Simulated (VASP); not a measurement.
Wanted: the native input for a VASP 6.6.1 run.

```
Task                   : single point
Functional             : LDA
Potentials or basis    : VASP PAW LDA potentials, release 64 (Ti_sv, Te)
Cutoff                 : 520 eV
k mesh                 : 12 × 12 × 12
Occupations            : fermi-dirac, width 0.05 eV
Spin                   : no spin polarisation
Dipole correction      : no
Further INCAR settings : ALGO = Normal; EDIFF = 1e-06; NBANDS = 16
```

The structure of TiTe (rocksalt type) lies in POSCAR:

```
TiTe
1.0
    0.0000000000      2.7559423007      2.7559423007
    2.7559423007      0.0000000000      2.7559423007
    2.7559423007      2.7559423007      0.0000000000
Ti Te
1 1
Direct
    0.0000000000      0.0000000000      0.0000000000
    0.5000000000      0.5000000000      0.5000000000
```

The input as run:

INCAR

```
ALGO = Normal
EDIFF = 1E-6
ENCUT = 520
GGA = CA
ISIF = 2
ISMEAR = -1
LASPH = T
LCHARG = T
LELF = T
LREAL = F
LVHAR = T
LWAVE = F
NBANDS = 16
NELM = 100
PREC = Accurate
SIGMA = 0.05
```

KPOINTS

```
k-points
0
Gamma
  12 12 12
```

Potentials or basis: VASP PAW LDA potentials, release 64 (Ti_sv, Te).

Command:

```bash
$ cat potpaw_LDA.64/Ti_sv/POTCAR potpaw_LDA.64/Te/POTCAR > POTCAR
$ mpirun -np 1 vasp_std > vasp.out
```

It gave:

| Item | Value |
| --- | --- |
| Pressure | 0.2 GPa |
| Band gap on the k mesh | zero (bands 9 and 10 overlap by 1.25 eV) |

Caveat: spin-orbit coupling is left out, which moves the levels of the heavy elements.

It took 38 s on 1 thread of Intel(R) Xeon(R) Platinum 8375C CPU @ 2.90GHz (Ice Lake), on a shared host, peak memory 0.18 GiB.
